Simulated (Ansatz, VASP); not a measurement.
Mg3Se4: VASP beside Ansatz

```
Mg Se
1.0
     7.64900   -1.56068    0.11154
     7.64900    1.56068    0.11154
    -3.43062    0.00000    6.42957
Mg Se
3 4
Direct
  0.00000 0.00000 0.00000
  0.74896 0.74896 0.71288
  0.25104 0.25104 0.28712
  0.63432 0.63432 0.95698
  0.36568 0.36568 0.04302
  0.88455 0.88455 0.57208
  0.11545 0.11545 0.42792
```

Change from the starting cell: species swapped into the Cr3Te4 type (C2/m, No. 12).

Alike in both runs: functional PBE; k mesh 4 × 4 × 3; occupations gaussian, width 0.2 eV; no spin polarisation.

Ansatz relaxed the structure, and its values are those at the end. VASP's run is a single point on that final structure, the one shown.

```csv
,VASP,Ansatz
version,VASP 6.6.1,Ansatz 0.2.0
potentials or method,"VASP PAW PBE potentials, release 64 (Mg, Se), cutoff 520 eV","scalar-relativistic, plane waves, PAW"
valence electrons in the cell,30,94
```

```tsv
	VASP	Ansatz	Ansatz less VASP
gap on the k mesh at the Fermi level (eV)	none	none	-
pressure (GPa)	0.1	0.2	+0.10
rms of the force components (eV/Å)	0.021	0.020	-0.0012
```

A gap of «none» marks a metal or a gap that the smearing closes. VASP's potentials hold 30 valence electrons a cell and Ansatz's 94, so a difference there can come from the potentials and not from the codes.

The k mesh is coarse, so the values compare programs but aren't converged.
